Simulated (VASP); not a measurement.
# Pd (Pm-3m) in VASP: further runs, part 2 of 2

VASP 6.6.1. The steps go on from the part before.

**3. Single point, BLYP, collinear spin (19.77 Å³/atom)**

This run uses another cell than the first one, of 19.77 Å³/atom.

Input file INCAR:

```
SYSTEM = Pd
  PREC = Accurate
  ENCUT = 520
  EDIFF = 1E-6
  ISMEAR = -1
  SIGMA = 0.05
  LREAL = .FALSE.
  LASPH = .TRUE.
  NELM = 150
  ALGO = Normal
  ISIF = 2
  LWAVE = .FALSE.
  LCHARG = .FALSE.
  ISPIN = 2
  MAGMOM = 0.5
  LORBIT = 11
  LMAXMIX = 4
  GGA = B5
  ALDAX = 1.0
  AGGAX = 1.0
  AGGAC = 1.0
  ALDAC = 0.0
  NBANDS = 15
```

Input file KPOINTS:

```
Automatic mesh
0
G
  13 13 13
  0 0 0
```

Input file POSCAR:

```
Pd
1.0
    2.7041907966      0.0000000000      0.0000000000
    0.0000000000      2.7041907966      0.0000000000
    0.0000000000      0.0000000000      2.7041907966
Pd
1
Direct
    0.0000000000      0.0000000000      0.0000000000
```

Potentials or basis: VASP PAW PBE potentials, release 64 (Pd).

Started as:

```
$ cat potpaw_PBE.64/Pd/POTCAR > POTCAR
$ mpirun -np 1 vasp_std > vasp.out
```

OUTCAR:

```text
SYSTEM = Pd
   PREC = Accurate
   ENCUT = 520
   EDIFF = 1E-6
   ISMEAR = -1
   LREAL = .FALSE.
   LASPH = .TRUE.
   NELM = 150
   ISIF = 2
   ISPIN = 2
   LORBIT = 11
   GGA = B5

 ion  position               nearest neighbor table
   1  0.000  0.000  0.000-

  LATTYP: Found a simple cubic cell.
 ALAT       =     2.7041907966

  Lattice vectors:

 A1 = (   2.7041907966,   0.0000000000,   0.0000000000)
 A2 = (   0.0000000000,   2.7041907966,   0.0000000000)
 A3 = (   0.0000000000,   0.0000000000,   2.7041907966)

Analysis of symmetry for initial positions (statically):
=====================================================================
 Subroutine PRICEL returns:
 Original cell was already a primitive cell.

 Routine SETGRP: Setting up the symmetry group for a
 simple cubic supercell.

 Subroutine GETGRP returns: Found 48 space group operations
 (whereof 48 operations were pure point group operations)
 out of a pool of 48 trial point group operations.

The static configuration has the point symmetry O_h .

Analysis of symmetry for dynamics (positions and initial velocities):
=====================================================================
 Subroutine PRICEL returns:
 Original cell was already a primitive cell.

 Routine SETGRP: Setting up the symmetry group for a
 simple cubic supercell.

 Subroutine GETGRP returns: Found 48 space group operations
 (whereof 48 operations were pure point group operations)
 out of a pool of 48 trial point group operations.

The dynamic configuration has the point symmetry O_h .

Analysis of structural, dynamic, and magnetic symmetry:
=====================================================================
 Subroutine PRICEL returns:
 Original cell was already a primitive cell.

 Routine SETGRP: Setting up the symmetry group for a
 simple cubic supercell.

 Subroutine GETGRP returns: Found 48 space group operations
 (whereof 48 operations were pure point group operations)
 out of a pool of 48 trial point group operations.

The overall configuration has the point symmetry O_h .

 Subroutine INISYM returns: Found 48 space group operations
 (whereof 48 operations are pure point group operations),
 and found     1 'primitive' translations

----------------------------------------------------------------------------------------

                                     Primitive cell

  volume of cell :      19.7748

  direct lattice vectors                    reciprocal lattice vectors
     2.704190797  0.000000000  0.000000000     0.369796392  0.000000000  0.000000000
     0.000000000  2.704190797  0.000000000     0.000000000  0.369796392  0.000000000
     0.000000000  0.000000000  2.704190797     0.000000000  0.000000000  0.369796392

  length of vectors
     2.704190797  2.704190797  2.704190797     0.369796392  0.369796392  0.369796392

  position of ions in fractional coordinates (direct lattice)
     0.000000000  0.000000000  0.000000000

  ion indices of the primitive-cell ions
   primitive index   ion index
                 1           1

----------------------------------------------------------------------------------------

 KPOINTS: Automatic mesh

Automatic generation of k-mesh.
 Grid dimensions read from file:
 generate k-points for:   13   13   13

 Generating k-lattice:
[... 71 lines left out ...]
   TEBEG  =    0.0;   TEEND  =   0.0 temperature during run
   PSTRESS=    0.0 pullay stress
   NELECT =      10.0000    total number of electrons
   NUPDOWN=      -1.0000    fix difference up-down
   EMIN   =  10.00;   EMAX   =-10.00  energy-range for DOS
   EFERMI =   0.00;   METHOD = LEGACY
   ISMEAR =    -1;   SIGMA  =   0.05  broadening in eV -4-tet -1-fermi 0-gaus
   EFERMI_NEDOS =   21; number of points for ismear=-14 and -15
   IALGO  =     38    algorithm
   IMIX   =      4    mixing-type and parameters
     AMIX     =   0.40;   BMIX     =  1.00
     AMIX_MAG =   1.60;   BMIX_MAG =  1.00
  volume/ion in A,a.u.               =      19.77       133.45
  Fermi-wavevector in a.u.,A,eV,Ry     =   1.304280  2.464732 23.145501  1.701146
  Thomas-Fermi vector in A             =   2.435226
   LORBIT       =     11    0 simple, 1 ext, 2 COOP (PROOUT), +10 PAW based schemes
   GGA     = B5    functional components
   LHFCALC =     F    Hartree Fock is set to
   AEXX    =    0.0000 exact exchange contribution
   IVDW    =     0    specifies the selected vdW correction
   LEPSILON=     F    determine dielectric tensor
   LRPA    =     F    only Hartree local field effects (RPA)
 spin polarized calculation
  energy-cutoff  :      520.00
  volume of cell :       19.77
 maximum number of plane-waves:       543
   NGX = 11   NGY = 11   NGZ = 11

 number of electron      10.0000000 magnetization       0.5000000

 number of electron       9.9999999 magnetization      -0.0037050

 number of electron       9.9999999 magnetization       0.0001399

 Free energy of the ion-electron system (eV)
  ---------------------------------------------------
  ext. energy  EPLUGINS =         0.00000000
  ---------------------------------------------------
  free energy    TOTEN  =        -4.06268774 eV

  energy without entropy =       -4.04943297  energy(sigma->0) =       -4.05606036

 E-fermi :   6.2835     XC(G=0): -10.7078

 val. band max:        6.2833902195   @ k =   0.4615   0.0769   0.0000
 cond. band min:       6.2915866109   @ k =   0.2308   0.0000   0.0000
 fundamental gap:      0.0081963915
 Fermi energy:         6.2835015607

 spin component 1

 k-point     1 :       0.0000    0.0000    0.0000
  band No.  band energies     occupation
      1       1.1310      1.00000
      2       2.4446      1.00000
      3       2.4446      1.00000
      4       6.2394      0.70717
      5       6.2394      0.70716
      6       6.2394      0.70716
      7      21.9628      0.00000
      8      21.9628      0.00000
      9      21.9628      0.00000
     10      28.0131      0.00000
     11      28.0131      0.00000
     12      28.4053      0.00000
     13      33.1819      0.00000
     14      35.1830      0.00000
[... 403 lines left out ...]
      4       5.3156      1.00000
      5       5.5193      1.00000
      6       8.0169      0.00000
      7      13.5532      0.00000
      8      18.3165      0.00000
      9      22.6061      0.00000
     10      27.7242      0.00000
     11      29.3331      0.00000
     12      30.7547      0.00000
     13      33.0767      0.00000
     14      33.1476      0.00000
     15      36.8335      0.00000

 [... further k-points ...]

 spin component 2

 k-point     1 :       0.0000    0.0000    0.0000
  band No.  band energies     occupation
      1       1.1310      1.00000
      2       2.4448      1.00000
      3       2.4448      1.00000
      4       6.2400      0.70495
      5       6.2400      0.70494
      6       6.2400      0.70494
      7      21.9630      0.00000
      8      21.9630      0.00000
      9      21.9630      0.00000
     10      28.0130      0.00000
     11      28.0130      0.00000
     12      28.4051      0.00000
     13      33.1818      0.00000
     14      35.1831      0.00000
[... 403 lines left out ...]
      4       5.3158      1.00000
      5       5.5198      1.00000
      6       8.0170      0.00000
      7      13.5533      0.00000
      8      18.3166      0.00000
      9      22.6061      0.00000
     10      27.7241      0.00000
     11      29.3332      0.00000
     12      30.7547      0.00000
     13      33.0766      0.00000
     14      33.1477      0.00000
     15      36.8334      0.00000

 [... further k-points ...]

------------------------ aborting loop because EDIFF is reached ----------------------------------------

  FORCE on cell =-STRESS in cart. coord.  units (eV):
  Direction    XX          YY          ZZ          XY          YZ          ZX
  --------------------------------------------------------------------------------------
  -------------------------------------------------------------------------------------
  Total       -0.4294386     -0.4294386     -0.4294386      0.0000000     -0.0000000      0.0000000
  in kB      -34.7936207    -34.7936207    -34.7936207      0.0000000     -0.0000000      0.0000000
  external PRESSURE =     -34.7936207 kB  Pullay stress =       0.0000000 kB

 VOLUME and BASIS-vectors are now :
 -----------------------------------------------------------------------------
  energy-cutoff  :      520.00
  volume of cell :       19.77
      direct lattice vectors                 reciprocal lattice vectors
     2.704190797  0.000000000  0.000000000     0.369796392  0.000000000  0.000000000
     0.000000000  2.704190797  0.000000000     0.000000000  0.369796392  0.000000000
     0.000000000  0.000000000  2.704190797     0.000000000  0.000000000  0.369796392

 POSITION                                       TOTAL-FORCE (eV/Angst)
 -----------------------------------------------------------------------------------
      0.00000      0.00000      0.00000         0.000000      0.000000      0.000000
 -----------------------------------------------------------------------------------
    total drift:                                0.000000      0.000000      0.000000

  FREE ENERGIE OF THE ION-ELECTRON SYSTEM (eV)
  ---------------------------------------------------
  free  energy   TOTEN  =        -4.0626877444 eV

  energy  without entropy=       -4.0494329685  energy(sigma->0) =       -4.05606036

 total charge

# of ion       s       p       d       tot
------------------------------------------
    1        0.434   0.255   8.538   9.227

 magnetization (x)

# of ion       s       p       d       tot
------------------------------------------
    1        0.000  -0.000   0.000   0.000
```

OSZICAR:

```text
N       E                     dE             d eps       ncg     rms          rms(c)
DAV:   1     0.472751849992E+02    0.47275E+02   -0.43423E+03  5072   0.564E+02
DAV:   2    -0.333897025455E+01   -0.50614E+02   -0.48128E+02  6419   0.150E+02
DAV:   3    -0.416771564310E+01   -0.82875E+00   -0.82576E+00  6475   0.196E+01
DAV:   4    -0.417132808491E+01   -0.36124E-02   -0.36122E-02  6351   0.133E+00
DAV:   5    -0.417137069084E+01   -0.42606E-04   -0.42606E-04  6547   0.135E-01    0.418E+00
DAV:   6    -0.406616676458E+01    0.10520E+00   -0.56518E-01  6713   0.463E+00    0.202E+00
DAV:   7    -0.406405732530E+01    0.21094E-02   -0.70115E-03  6146   0.589E-01    0.116E+00
DAV:   8    -0.406264851349E+01    0.14088E-02   -0.13185E-03  6510   0.200E-01    0.266E-01
DAV:   9    -0.406265269789E+01   -0.41844E-05   -0.32063E-05  6618   0.361E-02    0.488E-02
DAV:  10    -0.406268318989E+01   -0.30492E-04   -0.25842E-05  6265   0.245E-02    0.155E-02
DAV:  11    -0.406268729921E+01   -0.41093E-05   -0.49786E-06  6342   0.132E-02    0.680E-03
DAV:  12    -0.406268774435E+01   -0.44514E-06   -0.32105E-07  5536   0.373E-03
   1 F= -.40626877E+01 E0= -.40560604E+01  d E =-.132548E-01  mag=     0.0008
```

stdout:

```text
POSCAR found type information on POSCAR Pd
 POSCAR found :  1 types and       1 ions
 scaLAPACK will be used
 -----------------------------------------------------------------------------
|                                                                             |
|                                                                             |
|     You enforced a specific xc type in the INCAR file but a different       |
|     I HOPE YOU KNOW WHAT YOU ARE DOING!                                     |
|                                                                             |
 -----------------------------------------------------------------------------

 LDA part: xc-table for (Slater(with rela. corr.)+VWN5), standard interpolation
 POSCAR, INCAR and KPOINTS ok, starting setup
 FFT: planning ... GRIDC
 FFT: planning ... GRID_SOFT
 FFT: planning ... GRID
 WAVECAR not read
 entering main loop
```

Run time: 61 s. Hardware: 1 thread of Intel Xeon 8259CL, shared host; peak memory 0.16 GiB.

What came out:

```
Free energy                                           : -4.0627 eV
Pressure                                              : -3.5 GPa
Band gap on the k mesh                                : zero (filled and empty bands overlap)
Net moment                                            : 0.00 μB per cell
Valence electrons inside the program's atomic spheres : Pd 9.23
```

Caveat: the cell stands under tension; the PAW data sets were made with another functional, which shifts forces and pressure a little.
